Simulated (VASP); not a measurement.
# Co (P6_3/mmc) in VASP: further runs

The runs below take Co through single point, with PBEsol.

All numbers are computed with VASP 6.6.1; they aren't measurements. Logs are shortened: lines on timing, memory, paths and dates and some standing lists are left out, and cuts for length are marked.

### 1 The cell of the first run

It takes space group P6_3/mmc (No. 194, hexagonal). Conventional cell: a = 2.516 Å, b = 2.516 Å, c = 4.083 Å, α = 90.00°, β = 90.00°, γ = 120.00°. Within 3.3 Å of Co (site symmetry -6m2) lie 12 Co at 2.51 to 2.52 Å.

### 2 Single point, PBEsol, collinear spin, ferromagnetic start

Input file INCAR:

```
SYSTEM = Co
ALGO = Normal
EDIFF = 1E-7
ENCUT = 520
GGA = PS
ISIF = 2
ISMEAR = -1
ISPIN = 2
LASPH = .TRUE.
LCHARG = .TRUE.
LELF = .TRUE.
LMAXMIX = 4
LORBIT = 11
LREAL = .FALSE.
LVHAR = .TRUE.
LWAVE = .FALSE.
MAGMOM = 3.2 3.2
NBANDS = 20
NELM = 150
PREC = Accurate
SIGMA = 0.1
```

Input file KPOINTS:

```
k-points
0
G
  13 13 7
  0 0 0
```

Input file POSCAR:

```
Co
1.0
    2.5157302938      0.0000000000      0.0000000000
   -1.2578651469      2.1786842390      0.0000000000
    0.0000000000      0.0000000000      4.0834213618
Co
2
Direct
    0.3333333333      0.6666666667      0.2500000000
    0.6666666667      0.3333333333      0.7500000000
```

Potentials or basis: VASP PAW PBE potentials, release 64 (Co).

The run is started by

```
$ cat potpaw_PBE.64/Co/POTCAR > POTCAR
$ mpirun -np 1 vasp_std > vasp.out
```

OUTCAR:

```text
SYSTEM = Co
   EDIFF = 1E-7
   ENCUT = 520
   GGA = PS
   ISIF = 2
   ISMEAR = -1
   ISPIN = 2
   LASPH = .TRUE.
   LORBIT = 11
   LREAL = .FALSE.
   NELM = 150
   PREC = Accurate

 ion  position               nearest neighbor table
   1  0.333  0.667  0.250-   2 2.51   2 2.51   2 2.51   2 2.51   2 2.51   2 2.51
   2  0.667  0.333  0.750-   1 2.51   1 2.51   1 2.51   1 2.51   1 2.51   1 2.51

  LATTYP: Found a hexagonal cell.
 ALAT       =     2.5157302938
 C/A-ratio  =     1.6231554598

  Lattice vectors:

 A1 = (   2.5157302938,   0.0000000000,   0.0000000000)
 A2 = (  -1.2578651469,   2.1786842390,   0.0000000000)
 A3 = (   0.0000000000,   0.0000000000,   4.0834213618)

Analysis of symmetry for initial positions (statically):
=====================================================================
 Subroutine PRICEL returns:
 Original cell was already a primitive cell.

 Routine SETGRP: Setting up the symmetry group for a
 hexagonal supercell.

 Subroutine GETGRP returns: Found 24 space group operations
 (whereof 12 operations were pure point group operations)
 out of a pool of 24 trial point group operations.

The static configuration has the point symmetry D_3d.
 The point group associated with its full space group is D_6h.

Analysis of symmetry for dynamics (positions and initial velocities):
=====================================================================
 Subroutine PRICEL returns:
 Original cell was already a primitive cell.

 Routine SETGRP: Setting up the symmetry group for a
 hexagonal supercell.

 Subroutine GETGRP returns: Found 24 space group operations
 (whereof 12 operations were pure point group operations)
 out of a pool of 24 trial point group operations.

The dynamic configuration has the point symmetry D_3d.
 The point group associated with its full space group is D_6h.

Analysis of structural, dynamic, and magnetic symmetry:
=====================================================================
 Subroutine PRICEL returns:
 Original cell was already a primitive cell.

 Routine SETGRP: Setting up the symmetry group for a
 hexagonal supercell.

 Subroutine GETGRP returns: Found 24 space group operations
 (whereof 12 operations were pure point group operations)
 out of a pool of 24 trial point group operations.

The overall configuration has the point symmetry D_3d.
 The point group associated with its full space group is D_6h.

 Subroutine INISYM returns: Found 24 space group operations
 (whereof 12 operations are pure point group operations),
 and found     1 'primitive' translations

----------------------------------------------------------------------------------------
[... 112 lines left out ...]
     AMIX     =   0.40;   BMIX     =  1.00
     AMIX_MAG =   1.60;   BMIX_MAG =  1.00
  volume/ion in A,a.u.               =      11.19        75.52
  Fermi-wavevector in a.u.,A,eV,Ry     =   1.522433  2.876981 31.535607  2.317802
  Thomas-Fermi vector in A             =   2.631013
   LORBIT       =     11    0 simple, 1 ext, 2 COOP (PROOUT), +10 PAW based schemes
   GGA     = PS    functional components
   LHFCALC =     F    Hartree Fock is set to
   AEXX    =    0.0000 exact exchange contribution
   IVDW    =     0    specifies the selected vdW correction
   LEPSILON=     F    determine dielectric tensor
   LRPA    =     F    only Hartree local field effects (RPA)
 spin polarized calculation
  energy-cutoff  :      520.00
  volume of cell :       22.38
 maximum number of plane-waves:       616
 NGX is ok and might be reduce to    20
   NGX =  9   NGY =  9   NGZ = 15

 number of electron      18.0000004 magnetization       3.2318536

 Free energy of the ion-electron system (eV)
  ---------------------------------------------------
  ext. energy  EPLUGINS =         0.00000000
  ---------------------------------------------------
  free energy    TOTEN  =       -15.41250851 eV

  energy without entropy =      -15.34947903  energy(sigma->0) =      -15.38099377

 E-fermi :   9.6448     XC(G=0): -13.3965

 val. band max:        9.6433882190   @ k =   0.1538   0.1538   0.2857
 cond. band min:       9.6454729807   @ k =   0.2308   0.0769   0.0000
 fundamental gap:      0.0020847618
 Fermi energy:         9.6447726627

 spin component 1

 k-point     1 :       0.0000    0.0000    0.0000
  band No.  band energies     occupation
      1       0.8523      1.00000
      2       4.6379      1.00000
      3       7.0753      1.00000
      4       7.1152      1.00000
      5       7.1152      1.00000
      6       7.4089      1.00000
[... 541 lines left out ...]
     19      35.8104      0.00000
     20      36.7459      0.00000

 [... further k-points ...]

 spin component 2

 k-point     1 :       0.0000    0.0000    0.0000
  band No.  band energies     occupation
      1       0.9013      1.00000
      2       5.5884      1.00000
      3       8.6889      0.99993
      4       8.7395      0.99988
      5       8.7395      0.99988
      6       9.0841      0.99634
[... 541 lines left out ...]
     19      36.0074      0.00000
     20      37.0272      0.00000

 [... further k-points ...]
[... 5 lines left out ...]
  --------------------------------------------------------------------------------------
  -------------------------------------------------------------------------------------
  Total       -2.2018654     -2.2018611     -2.2787538      0.0000000      0.0000000     -0.0000000
  in kB     -157.6227049   -157.6224003   -163.1268374      0.0000000      0.0000000     -0.0000000
  external PRESSURE =    -159.4573142 kB  Pullay stress =       0.0000000 kB

 VOLUME and BASIS-vectors are now :
 -----------------------------------------------------------------------------
  energy-cutoff  :      520.00
  volume of cell :       22.38
      direct lattice vectors                 reciprocal lattice vectors
     2.515730294  0.000000000  0.000000000     0.397498890  0.229496313  0.000000000
    -1.257865147  2.178684239  0.000000000     0.000000000  0.458992626  0.000000000
     0.000000000  0.000000000  4.083421362     0.000000000  0.000000000  0.244892680

 POSITION                                       TOTAL-FORCE (eV/Angst)
 -----------------------------------------------------------------------------------
     -0.00000      1.45246      1.02086        -0.000000      0.000000      0.000000
      1.25787      0.72623      3.06257         0.000000      0.000000      0.000000
 -----------------------------------------------------------------------------------
    total drift:                               -0.000000      0.000000     -0.000000

  FREE ENERGIE OF THE ION-ELECTRON SYSTEM (eV)
  ---------------------------------------------------
  free  energy   TOTEN  =       -15.4125085120 eV

  energy  without entropy=      -15.3494790282  energy(sigma->0) =      -15.38099377

 total charge

# of ion       s       p       d       tot
------------------------------------------
    1        0.476   0.498   7.238   8.212
    2        0.476   0.498   7.238   8.212
--------------------------------------------------
tot          0.952   0.996  14.476  16.424

 magnetization (x)

# of ion       s       p       d       tot
------------------------------------------
    1       -0.015  -0.051   1.703   1.637
    2       -0.015  -0.051   1.703   1.637
--------------------------------------------------
tot         -0.029  -0.102   3.406   3.274
```

OSZICAR:

```text
N       E                     dE             d eps       ncg     rms          rms(c)
DAV:   1     0.848721795658E+02    0.84872E+02   -0.81791E+03  7128   0.120E+03
DAV:   2    -0.126705765214E+02   -0.97543E+02   -0.87648E+02  6792   0.216E+02
DAV:   3    -0.172275653000E+02   -0.45570E+01   -0.44053E+01  7764   0.567E+01
DAV:   4    -0.172947402810E+02   -0.67175E-01   -0.67136E-01  8248   0.602E+00
DAV:   5    -0.172966861320E+02   -0.19459E-02   -0.19458E-02  7912   0.975E-01    0.169E+01
DAV:   6    -0.159051331466E+02    0.13916E+01   -0.88917E+00  7620   0.602E+01    0.701E+00
DAV:   7    -0.154510113718E+02    0.45412E+00   -0.14338E+00  7680   0.223E+01    0.371E+00
DAV:   8    -0.154281190557E+02    0.22892E-01   -0.17157E-02  9756   0.150E+00    0.139E+00
DAV:   9    -0.154148562722E+02    0.13263E-01   -0.27601E-03 10932   0.849E-01    0.500E-01
DAV:  10    -0.154125248999E+02    0.23314E-02   -0.51787E-04  8596   0.252E-01    0.610E-02
DAV:  11    -0.154125232246E+02    0.16752E-05   -0.38177E-05  9448   0.877E-02    0.294E-02
DAV:  12    -0.154125111107E+02    0.12114E-04   -0.45752E-06  7436   0.176E-02    0.182E-02
DAV:  13    -0.154125084543E+02    0.26563E-05   -0.17735E-06 10152   0.135E-02    0.689E-03
DAV:  14    -0.154125085120E+02   -0.57702E-07   -0.16014E-07  6452   0.374E-03
   1 F= -.15412509E+02 E0= -.15380994E+02  d E =-.630295E-01  mag=     3.2318
```

stdout:

```text
POSCAR found type information on POSCAR Co
 POSCAR found :  1 types and       2 ions
 scaLAPACK will be used
 -----------------------------------------------------------------------------
|                                                                             |
|                                                                             |
|     You enforced a specific xc type in the INCAR file but a different       |
|     I HOPE YOU KNOW WHAT YOU ARE DOING!                                     |
|                                                                             |
 -----------------------------------------------------------------------------

 LDA part: xc-table for (Slater+PW92), standard interpolation
 POSCAR, INCAR and KPOINTS ok, starting setup
 FFT: planning ... GRIDC
 FFT: planning ... GRID_SOFT
 FFT: planning ... GRID
 WAVECAR not read
 entering main loop
```

Wall time 36 s (1 thread of Intel Xeon 6975P-C (Granite Rapids), shared host); peak memory 0.18 GiB.

Results:

| Item | Value |
| --- | --- |
| Free energy | -15.4125 eV |
| Pressure | -15.9 GPa |
| Net moment | 3.23 μB per cell |
| Site moments | Co +1.64 μB |
| Valence electrons inside the program's atomic spheres | Co 8.21 |

Stress tensor (GPa, compression positive):
```
-15.76   0.00   0.00
  0.00 -15.76   0.00
  0.00   0.00 -16.31
```

Caveat: the PAW data sets were made with another functional, which shifts forces and pressure a little.

### 3 Single point, PBEsol, collinear spin, ferromagnetic start

This run uses another cell than the first one, of 11.52 Å³/atom, 1.030 times its volume.

Input file INCAR:

```
SYSTEM = Co
PREC = Accurate ; ENCUT = 520
EDIFF = 1E-6 ; ISMEAR = -1
SIGMA = 0.1 ; LREAL = .False.
LASPH = .True. ; NELM = 150
ALGO = Normal ; ISIF = 2
LWAVE = .False. ; LCHARG = .False.
ISPIN = 2 ; MAGMOM = 3.2 3.2
LORBIT = 11 ; LMAXMIX = 4
GGA = PS ; NBANDS = 20
```

Input file KPOINTS:

```
Automatic mesh
0
Gamma
  13 13 7
  0 0 0
```

Input file POSCAR:

```
Co
1.0
    2.5403958891      0.0000000000      0.0000000000
   -1.2701979446      2.2000452506      0.0000000000
    0.0000000000      0.0000000000      4.1234574576
Co
2
Direct
    0.3333333333      0.6666666667      0.2500000000
    0.6666666667      0.3333333333      0.7500000000
```

Potentials or basis: VASP PAW PBE potentials, release 64 (Co).

The run is started by

```
$ cat potpaw_PBE.64/Co/POTCAR > POTCAR
$ mpirun -np 1 vasp_std > vasp.out
```

Run time: 37 s. Hardware: 1 thread of Intel Xeon 6975P-C (Granite Rapids), shared host; peak memory 0.18 GiB.

The run converged. Its results:

```yaml
Free_energy: -15.3369 eV
Pressure: -20.4 GPa
Net_moment: 3.27 μB per cell
Site_moments: Co +1.66 μB
Valence_electrons_inside_the_program's_atomic_spheres: Co 8.16
```

Stress tensor (GPa, compression positive):
```
-20.30   0.00   0.00
  0.00 -20.30   0.00
  0.00   0.00 -20.55
```

Levels at points of the mesh, in eV from the Fermi level:
Spin up:
```csv
k point,band 9,band 10,band 11,band 12,band 13,band 14
"(0.00, 0.00, 0.00)",-1.90,-0.90,-0.90,-0.14,5.76,21.45
```
Spin down:
| k point | band 4 | band 5 | band 6 | band 7 | band 8 | band 9 | band 10 | band 11 |
| --- | --- | --- | --- | --- | --- | --- | --- | --- |
| (0.00, 0.00, 0.00) | -0.86 | -0.86 | -0.53 | -0.53 | -0.15 | -0.12 | -0.12 | 0.99 |

Caveat: the PAW data sets were made with another functional, which shifts forces and pressure a little.

### 4 Single point, PBEsol, collinear spin, ferromagnetic start

This run uses another cell than the first one, of 11.86 Å³/atom, 1.059 times its volume.

Input file INCAR:

```
SYSTEM = Co
PREC = Accurate
ENCUT = 520
EDIFF = 1E-7
ISMEAR = -1
SIGMA = 0.1
LREAL = .False.
LASPH = .True.
NELM = 150
ALGO = Normal
ISIF = 2
LWAVE = .False.
LCHARG = .False.
ISPIN = 2
MAGMOM = 3.2 3.2
LORBIT = 11
LMAXMIX = 4
GGA = PS
NBANDS = 20
```

Input file KPOINTS:

```
regular mesh
0
Gamma
  13 13 7
  0 0 0
```

Input file POSCAR:

```
Co
1.0
    2.5645915919      0.0000000000      0.0000000000
   -1.2822957960      2.2209993236      0.0000000000
    0.0000000000      0.0000000000      4.1627308447
Co
2
Direct
    0.3333333333      0.6666666667      0.2500000000
    0.6666666667      0.3333333333      0.7500000000
```

The run is started by

```
$ cat potpaw_PBE.64/Co/POTCAR > POTCAR
$ mpirun -np 1 vasp_std > vasp.out
```

It took 43 s on 1 thread of Intel Xeon 6975P-C (Granite Rapids), shared host; peak memory 0.18 GiB.

It converged, with:

```yaml
Free_energy: -15.2446 eV
Pressure: -24.0 GPa
Net_moment: 3.30 μB per cell
Site_moments: Co +1.68 μB
Valence_electrons_inside_the_program's_atomic_spheres: Co 8.11
```

Levels at points of the mesh, in eV from the Fermi level:
Spin up:
| k point | band 7 | band 8 | band 9 | band 10 | band 11 | band 12 | band 13 | band 14 | band 15 | band 16 |
| --- | --- | --- | --- | --- | --- | --- | --- | --- | --- | --- |
| (0.00, 0.00, 0.00) | -2.21 | -1.90 | -1.90 | -0.95 | -0.95 | -0.13 | 5.52 | 21.20 | 22.95 | 22.95 |
Spin down:
```tsv
k point	band 4	band 5	band 6	band 7	band 8	band 9	band 10	band 11
(0.00, 0.00, 0.00)	-0.82	-0.82	-0.50	-0.50	-0.15	-0.10	-0.10	0.96
```

Caveat: the PAW data sets were made with another functional, which shifts forces and pressure a little.

### 5 Summary

```tsv
cell	gap on the mesh (eV)	pressure (GPa)	moment (μB)
a = 2.516, b = 2.516, c = 4.083 Å, angles 90.0, 90.0, 120.0°, 2 atoms	none	-15.9	3.23
a = 2.540, b = 2.540, c = 4.123 Å, angles 90.0, 90.0, 120.0°, 2 atoms	none	-20.4	3.27
a = 2.565, b = 2.565, c = 4.163 Å, angles 90.0, 90.0, 120.0°, 2 atoms	none	-24.0	3.30
```

Alike in all rows: task single point; level PBEsol; potentials or basis VASP PAW PBE potentials, release 64 (Co); spin collinear, ferromagnetic start; k mesh 13 × 13 × 7; cutoff (eV) 520; smearing fermi-dirac 0.1 eV.

Caveats: the PAW data sets were made with another functional, which shifts forces and pressure a little.

Absolute energies hang on the potentials; compare differences alone.
